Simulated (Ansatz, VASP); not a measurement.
**Two plane-wave programs on Nb**

INCAR

```
SYSTEM = Nb
PREC     = Accurate       ! precision mode
ENCUT    = 520            ! plane-wave cutoff, eV
EDIFF    = 1E-8           ! SCF threshold, eV
ISMEAR   = -1             ! smearing method
SIGMA    = 0.05           ! smearing width, eV
LREAL    = .False.        ! projectors in reciprocal space
LASPH    = .True.         ! aspherical terms in the spheres
NELM     = 60             ! most SCF steps
ALGO     = Normal         ! electronic algorithm
ISIF     = 2              ! what is computed and relaxed
LWAVE    = .False.        ! write WAVECAR
LCHARG   = .False.        ! write CHGCAR
GGA      = PE             ! functional
LEFG     = .True.       
NBANDS   = 12             ! bands
```

KPOINTS

```
Automatic mesh
0
Gamma
  14 14 14
  0 0 0
```

File POSCAR:

```
Nb
1.0
   -1.6972290000      1.6639500000      1.6639500000
    1.6639500000     -1.6972290000      1.6639500000
    1.6639500000      1.6639500000     -1.6972290000
Nb
1
Direct
    0.0000000000      0.0000000000      0.0000000000
```

Input for Ansatz:

```yaml
crystal:
  lattice:
    - [-1.697229, 1.66395, 1.66395]
    - [1.66395, -1.697229, 1.66395]
    - [1.66395, 1.66395, -1.697229]
  atoms:
    - { symbol: Nb, position: [0.0, 0.0, 0.0] }
kpoints:
  mp_grid: { grid: [14, 14, 14] }
scf:
  occupations: { method: fermi_dirac, width: 0.05 }
hamiltonian:
  xc: pbe
  pseudopotentials: { kind: paw }
output:
  forces: true
  stress: true
  eigenvalues: true
  efg: { contact_densities: true }
```

Change from the starting cell: equal xy, yz and zx shear strains of -2 %, PAW files.

Alike in both runs: task electric field gradients; functional PBE; k mesh 14 × 14 × 14; occupations fermi-dirac, width 0.05 eV; no spin polarisation.

|  | VASP | Ansatz |
| --- | --- | --- |
| version | VASP 6.6.1 | Ansatz 0.2.0 |
| potentials or method | VASP PAW PBE potentials, release 64 (Nb_sv) | PAW with Ansatz's default frozen-core files, scalar-relativistic |
| plane-wave cutoff (eV) | 520 | 420 |
| valence electrons in the cell | 13 | 13 |

|  | VASP | Ansatz | Ansatz less VASP |
| --- | --- | --- | --- |
| pressure (GPa) | -2.6 | -2.3 | +0.30 |
| traceless stress, the component that is largest in VASP (GPa) | -0.15 | -0.17 | -0.019 |
| size of Vzz on the site where it differs most (V/Å²) | 22.6 | 20.2 | -2.40 |

The functional is the same, so the differences come from potentials, cutoffs and numerics.
